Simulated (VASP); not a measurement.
Input of a VASP 6.6.1 run:

File INCAR:

```
SYSTEM = Na
ALGO = Normal ; EDIFF = 1E-7
ENCUT = 520 ; GGA = PE
ISIF = 2 ; ISMEAR = 0
ISPIN = 2 ; LASPH = .True.
LCHARG = .False. ; LORBIT = 11
LREAL = .False. ; LWAVE = .False.
MAGMOM = 0 ; NBANDS = 14
NELM = 150 ; PREC = Accurate
SIGMA = 0.1
```

Contents of KPOINTS:

```
k-points
0
Gamma
  5 5 6
  0 0 0
```

POSCAR

```
Na
1.0
   -1.8882910800      1.8882910800      2.6372766800
    1.8882910800     -1.8882910800      2.6372766800
    1.8882910800      1.8882910800     -2.6372766800
Na
1
Direct
    0.0000000000      0.0000000000      0.0000000000
```

Potentials or basis: VASP PAW PBE potentials, release 64 (Na_pv).

Launch:

```sh
$ cat potpaw_PBE.64/Na_pv/POTCAR > POTCAR
$ mpirun -np 1 vasp_std > vasp.out
```

Estimate the pressure.

-0.1 GPa.

Predict the net moment.

0.00 μB per cell.

Stress tensor (GPa, compression positive):
```
-0.06  0.00  0.00
 0.00 -0.06  0.00
 0.00  0.00 -0.34
```

Caveat: the k points lie up to 0.41 Å⁻¹ apart.
